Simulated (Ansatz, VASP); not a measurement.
## Ge: VASP beside Ansatz

Contents of INCAR:

```
SYSTEM = Ge
ALGO = Normal ; EDIFF = 1E-7
ENCUT = 520 ; GGA = PE
ISIF = 2 ; ISMEAR = 0
LASPH = .TRUE. ; LCHARG = .FALSE.
LREAL = .FALSE. ; LWAVE = .FALSE.
NBANDS = 81 ; NELM = 100
PREC = Accurate ; SIGMA = 0.1
```

Contents of KPOINTS:

```
k-points
0
G
  6 6 4
  0 0 0
```

Contents of POSCAR:

```
Ge
1.0
    5.3971769300      0.0000000000      0.0000000000
   -2.6985884600      4.6740923300      0.0000000000
    0.0000000000      0.0000000000      6.3690863700
Ge
10
Direct
    0.2746158900      0.0000000000      0.2500000000
    0.0000000000      0.2746158900      0.2500000000
    0.7253841100      0.7253841100      0.2500000000
    0.7253841100      0.0000000000      0.7500000000
    0.0000000000      0.7253841100      0.7500000000
    0.2746158900      0.2746158900      0.7500000000
    0.3333333300      0.6666666700      0.0000000000
    0.6666666700      0.3333333300      0.5000000000
    0.6666666700      0.3333333300      0.0000000000
    0.3333333300      0.6666666700      0.5000000000
```

Input for Ansatz:

```yaml
crystal:
  lattice:
    - [5.39717693, 0.0, 0.0]
    - [-2.69858846, 4.67409233, 0.0]
    - [0.0, 0.0, 6.36908637]
  atoms:
    - { symbol: Ge, position: [0.27461589, 0.0, 0.25] }
    - { symbol: Ge, position: [0.0, 0.27461589, 0.25] }
    - { symbol: Ge, position: [0.72538411, 0.72538411, 0.25] }
    - { symbol: Ge, position: [0.72538411, 0.0, 0.75] }
    - { symbol: Ge, position: [0.0, 0.72538411, 0.75] }
    - { symbol: Ge, position: [0.27461589, 0.27461589, 0.75] }
    - { symbol: Ge, position: [0.33333333, 0.66666667, 0.0] }
    - { symbol: Ge, position: [0.66666667, 0.33333333, 0.5] }
    - { symbol: Ge, position: [0.66666667, 0.33333333, 0.0] }
    - { symbol: Ge, position: [0.33333333, 0.66666667, 0.5] }
basis:
  ecutwfc: 420
kpoints:
  mp_grid: { grid: [6, 6, 4] }
hamiltonian:
  xc: pbe
scf:
  occupations: { method: gaussian, width: 0.1 }
  lower_state_search: "off"
output:
  forces: true
  stress: true
  eigenvalues: true
```

Alike in both runs: task single point; functional PBE; k mesh 6 × 6 × 4; occupations gaussian, width 0.1 eV; no spin polarisation.

|  | VASP | Ansatz |
| --- | --- | --- |
| version | VASP 6.6.1 | Ansatz 0.2.0 |
| potentials or method | VASP PAW PBE potentials, release 64 (Ge_d), cutoff 520 eV | scalar-relativistic, plane waves, PAW |
| valence electrons in the cell | 140 | 140 |

|  | VASP | Ansatz | Ansatz less VASP |
| --- | --- | --- | --- |
| gap on the k mesh at the Fermi level (eV) | none | none | - |
| pressure (GPa) | 24.4 | 24.3 | -0.07 |
| traceless stress, the component that is largest in VASP (GPa) | 2.89 | 2.90 | +0.001 |
| rms of the force components (eV/Å) | 0.228 | 0.228 | -0.0008 |

Atom by atom the forces differ by 0.001 eV/Å (rms over components). A gap of «none» marks a metal or a gap that the smearing closes. With one functional, cell and mesh, what is left measures potentials, basis and numerics.
